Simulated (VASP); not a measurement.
Here is a VASP 6.6.1 calculation.

INCAR

```
SYSTEM = F
PREC = Accurate
ENCUT = 1350
EDIFF = 1E-6
ISMEAR = 0
SIGMA = 0.05
LREAL = .FALSE.
LASPH = .TRUE.
NELM = 120
ALGO = Normal
ISIF = 2
LWAVE = .FALSE.
LCHARG = .FALSE.
GGA = PS
NBANDS = 22
GGA_COMPAT = .FALSE.
```

File KPOINTS:

```
regular mesh
0
G
  4 4 2
  0 0 0
```

File POSCAR:

```
F
1.0
    3.3474214824     -1.7756140758     -0.2581820224
    3.3474214824      1.7756140758     -0.2581820224
   -2.5613829065      0.0000000000      7.1292316784
F
4
Direct
    0.0848459664      0.0848459664      0.0940038325
    0.9151540336      0.9151540336      0.9059961675
    0.5015719855      0.5015719855      0.5937195244
    0.4984280145      0.4984280145      0.4062804756
```

Potentials or basis: VASP PAW PBE potentials, release 64 (F_h).

Launch:

```bash
$ cat potpaw_PBE.64/F_h/POTCAR > POTCAR
$ mpirun -np 1 vasp_std > vasp.out
```

Estimate the pressure.

-1.2 GPa.

What does it give for the largest force?

0.404 eV/Å.

Predict the band gap on the k mesh.

3.03 eV (least direct gap 3.11 eV).

Stress tensor (GPa, compression positive):
```
-0.89  0.00 -0.13
 0.00 -0.48  0.00
-0.13  0.00 -2.32
```

Caveat: the k points lie up to 0.51 Å⁻¹ apart; this functional lacks dispersion, which holds the molecules together, so the pressure and a relaxed volume are unreliable; the PAW data sets were made with another functional, which shifts forces and pressure a little. A k mesh can miss the band edges.
